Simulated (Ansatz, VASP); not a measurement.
**Two plane-wave programs on MgI2**

```
CELL_PARAMETERS angstrom
4.15370 0.00000 0.00000
-2.07685 3.59721 0.00000
0.00000 0.00000 6.96493
ATOMIC_POSITIONS crystal
Mg 0.00000 0.00000 0.00000
I 0.33333 0.66667 0.75763
I 0.66667 0.33333 0.24237
```

Change from the starting cell: strain +0.000 along x and y, +0.015 along z, atoms carried along.

Alike in both runs: task single point; functional PBE; k mesh 6 × 6 × 4; occupations gaussian, width 0.05 eV; no spin polarisation.

|  | VASP | Ansatz |
| --- | --- | --- |
| version | VASP 6.6.1 | Ansatz 0.2.0 |
| potentials or method | VASP PAW PBE potentials, release 64 (Mg, I), cutoff 520 eV | scalar-relativistic, plane waves, PAW |
| valence electrons in the cell | 16 | 44 |

```csv
,VASP,Ansatz,Ansatz less VASP
gap on the k mesh at the Fermi level (eV),3.56,3.57,+0.017
least direct gap on the mesh (eV),3.71,3.72,+0.015
pressure (GPa),0.7,0.8,+0.06
"traceless stress, the component that is largest in VASP (GPa)",-0.12,-0.12,-0.006
rms of the force components (eV/Å),0.038,0.033,-0.0046
```

Atom by atom the forces differ by 0.005 eV/Å (rms over components). VASP's potentials hold 16 valence electrons a cell and Ansatz's 44, so a difference there can come from the potentials and not from the codes.

Neither program's run includes spin-orbit coupling.
